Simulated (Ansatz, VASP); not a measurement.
**One calculation of Ta, two programs**

```
Ta
1.0
     2.79650    0.00000    0.00000
     0.00000    2.79650    0.00000
     0.00000    0.00000    2.79650
Ta
1
Direct
  0.00000 0.00000 0.00000
```

Alike in both runs: task single point; functional RPBE; k mesh 13 × 13 × 13; occupations fermi-dirac, width 0.1 eV; no spin polarisation.

|  | VASP | Ansatz |
| --- | --- | --- |
| version | VASP 6.6.1 | Ansatz 0.2.0 |
| potentials or method | VASP PAW PBE potentials, release 64 (Ta_pv), cutoff 520 eV | plane waves (420 eV) with PAW, scalar-relativistic |
| valence electrons in the cell | 11 | 13 |

```tsv
	VASP	Ansatz	Ansatz less VASP
pressure (GPa)	-4.9	-4.9	-0.01
```

VASP's potentials were made for PBE, not for RPBE. With one functional, cell and mesh, what is left measures potentials, basis and numerics. VASP's potentials hold 11 valence electrons a cell and Ansatz's 13, so a difference there can come from the potentials and not from the codes.

Neither program's run includes spin-orbit coupling.
